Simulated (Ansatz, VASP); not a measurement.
CF4: VASP beside Ansatz

```
C F
1.0
     8.99588    0.00000    0.00000
     0.00000    8.99588    0.00000
     0.00000    0.00000    8.99588
C F
8 32
Cartesian
  2.9361 1.1049 4.7924
  3.0410 4.6150 8.1115
  7.9864 4.6145 7.8024
  0.1036 6.7879 3.7970
  6.0493 3.2459 2.1452
  4.8450 7.5359 2.5977
  1.5328 1.0690 8.1976
  6.5141 8.5500 6.8912
  3.7976 1.7458 5.5759
  2.7412 -0.1239 5.2602
  1.7802 1.7610 4.7751
  3.4254 1.0369 3.5583
  2.0869 5.4375 8.5359
  3.7602 4.1979 9.1486
  2.4874 3.5688 7.5067
  3.8296 5.2560 7.2546
  8.3485 5.8081 8.2619
  8.8255 3.6905 8.2595
  6.7537 4.3364 8.2146
  8.0178 4.6232 6.4736
  1.0858 7.4760 4.3703
  0.6007 6.0368 2.8194
  -0.4784 6.0081 4.7026
  -0.7938 7.6306 3.2957
  4.9085 3.7833 2.5655
  6.4592 2.3345 3.0216
  5.8582 2.6692 0.9629
  6.9712 4.1966 2.0306
  4.7197 6.4623 1.8242
  5.5386 7.2190 3.6865
  5.4822 8.4918 1.9291
  3.6396 7.9705 2.9512
  2.3461 1.8475 8.9043
  0.8147 0.3137 9.0226
  0.7190 1.8253 7.4678
  2.2514 0.2897 7.3957
  6.8050 9.3854 7.8833
  5.2117 8.2845 6.9030
  6.8417 9.1093 5.7307
  7.1980 7.4210 7.0476
```

Alike in both runs: task relaxation of the atoms; functional LDA; k mesh 1 × 1 × 1; occupations fermi-dirac, width 0.05 eV; no spin polarisation.

|  | VASP | Ansatz |
| --- | --- | --- |
| version | VASP 6.6.1 | Ansatz 0.2.0 |
| potentials or method | VASP PAW LDA potentials, release 64 (C, F), cutoff 520 eV | scalar-relativistic, plane waves, PAW |
| valence electrons in the cell | 256 | 256 |

```csv
,VASP,Ansatz,Ansatz less VASP
"gap on the k mesh at the Fermi level, each at its own relaxed structure (eV)",8.71,8.85,+0.133
```

LDA's correlation is that of Perdew and Zunger in VASP and of Perdew and Wang (1992) in Ansatz. Ansatz's warnings: xc potential rough in thin density.
